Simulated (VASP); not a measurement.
Wanted: the native input for a VASP 6.6.1 run.

```
Task                   : relaxation of cell and atoms
Functional             : PBEsol
Potentials or basis    : VASP PAW PBE potentials, release 64 (Ga_d)
Cutoff                 : 600 eV
k mesh                 : 19 × 19 × 19
Occupations            : fermi-dirac, width 0.08 eV
Spin                   : no spin polarisation
Target pressure        : 100 GPa
Dipole correction      : no
Further INCAR settings : ALGO = Normal; EDIFF = 1e-06; IBRION = 2; EDIFFG = -0.005; NSW = 60; ISIF = 3
```

The structure of Ga lies in POSCAR:

```
Ga
1.0
   -1.3935372936      1.3935372936      1.3935372936
    1.3935372936     -1.3935372936      1.3935372936
    1.3935372936      1.3935372936     -1.3935372936
Ga
1
Direct
    0.0000000000      0.0000000000      0.0000000000
```

One way to write it, as run:

INCAR

```
SYSTEM = Ga
  PREC = Accurate
  ENCUT = 600
  EDIFF = 1E-6
  ISMEAR = -1
  SIGMA = 0.08
  LREAL = .False.
  LASPH = .True.
  NELM = 80
  ALGO = Normal
  ISIF = 3
  LWAVE = .False.
  LCHARG = .False.
  GGA = PS
  IBRION = 2
  NSW = 60
  EDIFFG = -0.005
  PSTRESS = 1000.0
```

KPOINTS

```
Automatic mesh
0
Gamma
  19 19 19
  0 0 0
```

Potentials or basis: VASP PAW PBE potentials, release 64 (Ga_d).

Run with:

```sh
$ cat potpaw_PBE.64/Ga_d/POTCAR > POTCAR
$ mpirun -np 1 vasp_std > vasp.out
```

It gave:

| Property | Result |
| --- | --- |
| Relaxed volume | 10.86 Å³/atom |
| Relaxed cell | a = 2.417 Å, b = 2.417 Å, c = 2.417 Å, α = 109.47°, β = 109.47°, γ = 109.47° |
| Space group after relaxing (to 0.05 Å) | Im-3m (No. 229) |
| Energy change on relaxing (the enthalpy is what falls) | -24.1 meV/atom |
| Ionic steps | 5 |
| Pressure after relaxing | 100.1 GPa |

Caveat: the cell is relaxed towards a set pressure, so the enthalpy falls and the energy may rise; the PAW data sets were made with another functional, which shifts forces and pressure a little.

Run time: 35 s on 1 thread of AMD EPYC 9R45 96-Core Processor (Zen 5), on a shared host, peak memory 0.12 GiB.
